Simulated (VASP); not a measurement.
Runs of VASP 6.6.1 on Hf. The structure is that of space group P6_3/mmc (No. 194), or close to it. The cells are those of the table. 

| task | cell | gap on the mesh (eV) | pressure (GPa) |
| --- | --- | --- | --- |
| single point | a = 3.131, b = 3.131, c = 4.955 Å, angles 90.0, 90.0, 120.0°, 2 atoms | none | 7.9 |
| electric field gradients | a = 3.131, b = 3.131, c = 4.955 Å, angles 90.0, 90.0, 120.0°, 2 atoms | none | 7.9 |
| single point | a = 3.239, b = 3.239, c = 5.124 Å, angles 90.0, 90.0, 120.0°, 2 atoms | none | -3.7 |
| single point | a = 3.186, b = 3.186, c = 5.041 Å, angles 90.0, 90.0, 120.0°, 2 atoms | none | 1.5 |
| single point | a = 3.153, b = 3.153, c = 4.989 Å, angles 90.0, 90.0, 120.0°, 2 atoms | none | 5.2 |
| single point | a = 3.293, b = 3.293, c = 5.058 Å, angles 90.0, 90.0, 120.0°, 2 atoms | none | (a) |
| single point | a = 3.133, b = 3.133, c = 5.058 Å, angles 90.0, 90.0, 120.0°, 2 atoms | none | (b) |
| single point | a = 3.197, b = 3.197, c = 5.159 Å, angles 90.0, 90.0, 120.0°, 2 atoms | none | -1.8 |

Alike in all rows: level PBE; potentials or basis VASP PAW PBE potentials, release 64 (Hf_pv); no spin polarisation; k mesh 13 × 13 × 7; cutoff (eV) 520; smearing fermi-dirac 0.05 eV.

Task: Fill in the values left out.

Result: (a) -5.4; (b) 5.0.

Caveats: spin-orbit coupling is left out, which moves the levels of the heavy elements.

A k mesh can miss the band edges, and the runs leave out spin-orbit coupling on Hf.

A gap of «none» marks levels without a gap at the run's occupations.
